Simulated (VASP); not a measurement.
# CoO (Fm-3m) in VASP: settings compared, part 2 of 2

VASP 6.6.1.

### 3 Single point, RPBE+D4+U, collinear spin, ferromagnetic start (volume scaled by 0.96)

The input, INCAR:

```
SYSTEM = CoO
PREC     = Accurate       ! precision mode
ENCUT    = 600            ! plane-wave cutoff, eV
EDIFF    = 1E-6           ! SCF threshold, eV
ISMEAR   = 0              ! smearing method
SIGMA    = 0.05           ! smearing width, eV
LREAL    = .False.        ! projectors in reciprocal space
LASPH    = .True.         ! aspherical terms in the spheres
NELM     = 200            ! most SCF steps
ALGO     = Normal         ! electronic algorithm
ISIF     = 2              ! what is computed and relaxed
LWAVE    = .False.        ! write WAVECAR
LCHARG   = .False.        ! write CHGCAR
ISPIN    = 2              ! spin polarisation
MAGMOM   = 2.87 0.25      ! initial moments
LORBIT   = 11             ! projections on sites
LMAXMIX  = 4              ! l up to which the mixer works
LDAU     = .True.         ! DFT+U
LDAUTYPE = 2            
LDAUL    = 2 -1           ! shell
LDAUU    = 3.3 0          ! U, eV
LDAUJ    = 0 0          
LDAUPRINT= 1            
GGA      = RP             ! functional
IVDW     = 13             ! dispersion correction
NBANDS   = 22             ! bands
GGA_COMPAT= .False.
```

The input, KPOINTS:

```
regular mesh
0
Gamma
  10 10 10
  0 0 0
```

The input, POSCAR:

```
CoO
1.0
    0.0000000000      2.1315287698      2.1315287698
    2.1315287698      0.0000000000      2.1315287698
    2.1315287698      2.1315287698      0.0000000000
Co O
1 1
Direct
    0.0000000000      0.0000000000      0.0000000000
    0.5000000000      0.5000000000      0.5000000000
```

Potentials or basis: VASP PAW PBE potentials, release 64 (Co_sv, O).

On the command line:

```console
$ cat potpaw_PBE.64/Co_sv/POTCAR potpaw_PBE.64/O/POTCAR > POTCAR
$ mpirun -np 1 vasp_std > vasp.out
```

OUTCAR:

```text
SYSTEM = CoO
   PREC = Accurate
   ENCUT = 600
   EDIFF = 1E-6
   ISMEAR = 0
   LREAL = .False.
   LASPH = .True.
   NELM = 200
   ISIF = 2
   ISPIN = 2
   LORBIT = 11
   GGA = RP
   IVDW = 13

 ion  position               nearest neighbor table
   1  0.000  0.000  0.000-   2 2.13   2 2.13   2 2.13   2 2.13   2 2.13   2 2.13
   2  0.500  0.500  0.500-   1 2.13   1 2.13   1 2.13   1 2.13   1 2.13   1 2.13

  LATTYP: Found a face centered cubic cell.
 ALAT       =     4.2630575396

  Lattice vectors:

 A1 = (   0.0000000000,   2.1315287698,   2.1315287698)
 A2 = (   2.1315287698,   0.0000000000,   2.1315287698)
 A3 = (   2.1315287698,   2.1315287698,   0.0000000000)

[... 1453 lines left out ...]

 VOLUME and BASIS-vectors are now :
 -----------------------------------------------------------------------------
  energy-cutoff  :      600.00
  volume of cell :       19.37
      direct lattice vectors                 reciprocal lattice vectors
     0.000000000  2.131528770  2.131528770    -0.234573423  0.234573423  0.234573423
     2.131528770  0.000000000  2.131528770     0.234573423 -0.234573423  0.234573423
     2.131528770  2.131528770  0.000000000     0.234573423  0.234573423 -0.234573423

 POSITION                                       TOTAL-FORCE (eV/Angst)
 -----------------------------------------------------------------------------------
      0.00000      0.00000      0.00000         0.000000      0.000000     -0.000000
      2.13153      2.13153      2.13153        -0.000000     -0.000000      0.000000
 -----------------------------------------------------------------------------------
    total drift:                                0.000000     -0.000000     -0.000000

  FREE ENERGIE OF THE ION-ELECTRON SYSTEM (eV)
  ---------------------------------------------------
  free  energy   TOTEN  =       -11.3921365209 eV

  energy  without entropy=      -11.3864226746  energy(sigma->0) =      -11.38927960

 total charge

# of ion       s       p       d       tot
------------------------------------------
    1        2.142   6.066   6.669  14.877
    2        1.554   3.466   0.000   5.020
--------------------------------------------------
tot          3.695   9.532   6.669  19.896

 magnetization (x)

# of ion       s       p       d       tot
------------------------------------------
    1        0.014   0.010   2.672   2.696
    2        0.025   0.226   0.000   0.251
--------------------------------------------------
tot          0.039   0.236   2.672   2.946
```

stdout:

```text
POSCAR found type information on POSCAR CoO
 POSCAR found :  2 types and       2 ions
 scaLAPACK will be used
 -----------------------------------------------------------------------------
|                                                                             |
|                                                                             |
|     You enforced a specific xc type in the INCAR file but a different       |
|     I HOPE YOU KNOW WHAT YOU ARE DOING!                                     |
|                                                                             |
 -----------------------------------------------------------------------------

 LDA part: xc-table for (Slater+PW92), standard interpolation
 POSCAR, INCAR and KPOINTS ok, starting setup
 FFT: planning ... GRIDC
 FFT: planning ... GRID_SOFT
 FFT: planning ... GRID
 WAVECAR not read
 entering main loop
```

Wall time 40 s (1 thread of AMD EPYC 7R43 (Zen 3), shared host); peak memory 0.14 GiB.

What came out:

- Free energy: -11.3921 eV
- Pressure: -3.8 GPa
- Band gap on the k mesh: zero (filled and empty bands overlap)
- Net moment: 3.00 μB per cell
- Site moments: Co +2.70; O +0.25 μB
- Valence electrons inside the program's atomic spheres: Co 14.88; O 5.02
- Dispersion energy per atom: -0.591 eV

Eigenvalues of the final occupation matrices:
| site | spin | trace | eigenvalues |
| --- | --- | --- | --- |
| site 1 d | 1 | 4.69 | 0.92 0.92 0.92 0.96 0.96 |
| site 1 d | 2 | 2.01 | 0.10 0.10 0.61 0.61 0.61 |

Caveat: the cell differs from its parent crystal (volume scaled by 0.96); the PAW data sets were made with another functional, which shifts forces and pressure a little; a cell with one magnetic atom can't hold antiferromagnetic order, which such compounds often take; pairwise dispersion overbinds metals, which lowers pressure and volume.

### 4 Single point, LDA+U, collinear spin, ferromagnetic start

This run uses another cell than the first one, of 9.10 Å³/atom, 0.984 times its volume.

The input, INCAR:

```
PREC     = Accurate       # precision mode
ENCUT    = 600            # plane-wave cutoff, eV
EDIFF    = 1E-6           # SCF threshold, eV
ISMEAR   = 0              # smearing method
SIGMA    = 0.05           # smearing width, eV
LREAL    = False          # projectors in reciprocal space
LASPH    = True           # aspherical terms in the spheres
NELM     = 200            # most SCF steps
ALGO     = Normal         # electronic algorithm
ISIF     = 2              # what is computed and relaxed
LWAVE    = False          # write WAVECAR
LCHARG   = False          # write CHGCAR
ISPIN    = 2              # spin polarisation
MAGMOM   = 2.8 0.31       # initial moments
LORBIT   = 11             # projections on sites
LMAXMIX  = 4              # l up to which the mixer works
LDAU     = True           # DFT+U
LDAUTYPE = 2            
LDAUL    = 2 -1           # shell
LDAUU    = 3.3 0          # U, eV
LDAUJ    = 0 0          
LDAUPRINT= 1            
NBANDS   = 22             # bands
GGA_COMPAT= False
```

The input, KPOINTS:

```
regular mesh
0
Gamma
  10 10 10
```

The input, POSCAR:

```
CoO
1.0
    0.0000000000      2.0874238993      2.0874238993
    2.0874238993      0.0000000000      2.0874238993
    2.0874238993      2.0874238993      0.0000000000
Co O
1 1
Direct
    0.0000000000      0.0000000000      0.0000000000
    0.5000000000      0.5000000000      0.5000000000
```

Potentials or basis: VASP PAW LDA potentials, release 64 (Co_sv, O).

On the command line:

```console
$ cat potpaw_LDA.64/Co_sv/POTCAR potpaw_LDA.64/O/POTCAR > POTCAR
$ mpirun -np 1 vasp_std > vasp.out
```

Wall time 28 s (1 thread of AMD EPYC 9R45 (Zen 5), shared host); peak memory 0.12 GiB.

The run converged. Its results:

```yaml
Free_energy: -12.5944 eV
Pressure: -8.0 GPa
Band_gap_on_the_k_mesh: zero (filled and empty bands overlap)
Net_moment: 3.00 μB per cell
Site_moments: Co +2.65; O +0.28 μB
Valence_electrons_inside_the_program's_atomic_spheres: Co 14.93; O 5.00
```

Levels at points of the mesh, in eV from the Fermi level:
Spin up:
```csv
k point,band 9,band 10,band 11,band 12,band 13,band 14,band 15,band 16,band 17,band 18
"(0.00, 0.00, 0.00)",-4.26,-4.26,-3.00,-3.00,-3.00,1.62,17.04,18.19,18.19,18.19
"(0.50, 0.00, 0.00)",-3.50,-3.50,-2.66,-0.11,-0.11,5.32,10.07,13.82,13.82,21.02
"(0.50, 0.50, 0.00)",-4.33,-4.10,-3.37,-3.20,-3.20,6.33,10.38,11.58,16.48,16.48
```
Spin down:
```csv
k point,band 7,band 8,band 9,band 10,band 11,band 12,band 13,band 14
"(0.00, 0.00, 0.00)",-2.46,-2.46,-1.27,-1.27,-1.27,0.94,0.94,2.14
"(0.50, 0.00, 0.00)",-4.59,-4.59,-0.12,-0.12,0.21,3.76,3.76,5.66
"(0.50, 0.50, 0.00)",-3.82,-3.82,-2.53,0.11,0.11,1.50,2.11,7.11
```

Eigenvalues of the final occupation matrices:
```csv
site,spin,trace,eigenvalues
site 1 d,1,4.68,0.92 0.92 0.92 0.96 0.96
site 1 d,2,2.05,0.12 0.12 0.60 0.60 0.60
```

Caveat: a cell with one magnetic atom can't hold antiferromagnetic order, which such compounds often take. The state reached can hang on the start; a lower one may exist.

### 5 Overview

| level | potentials or basis | cell | gap on the mesh (eV) | pressure (GPa) | moment (μB) |
| --- | --- | --- | --- | --- | --- |
| LDA+U | VASP PAW LDA potentials, release 64 (Co_sv, O) | a = 2.968 Å, angles 60.0°, 2 atoms | none | -11.2 | 3.00 |
| RPBE+D4+U | VASP PAW PBE potentials, release 64 (Co_sv, O) | a = 3.014 Å, angles 60.0°, 2 atoms | none | -3.8 | 3.00 |
| LDA+U | VASP PAW LDA potentials, release 64 (Co_sv, O) | a = 2.952 Å, angles 60.0°, 2 atoms | none | -8.0 | 3.00 |

Alike in all rows: task single point; spin collinear, ferromagnetic start; Co d U = 3.3 eV; k mesh 10 × 10 × 10; cutoff (eV) 600; smearing gaussian 0.05 eV.

Caveats: a cell with one magnetic atom can't hold antiferromagnetic order, which such compounds often take; the PAW data sets were made with another functional, which shifts forces and pressure a little (some runs); pairwise dispersion overbinds metals, which lowers pressure and volume (some runs).

Total energies depend on the potentials used, so only differences within one code and one set of settings carry meaning.
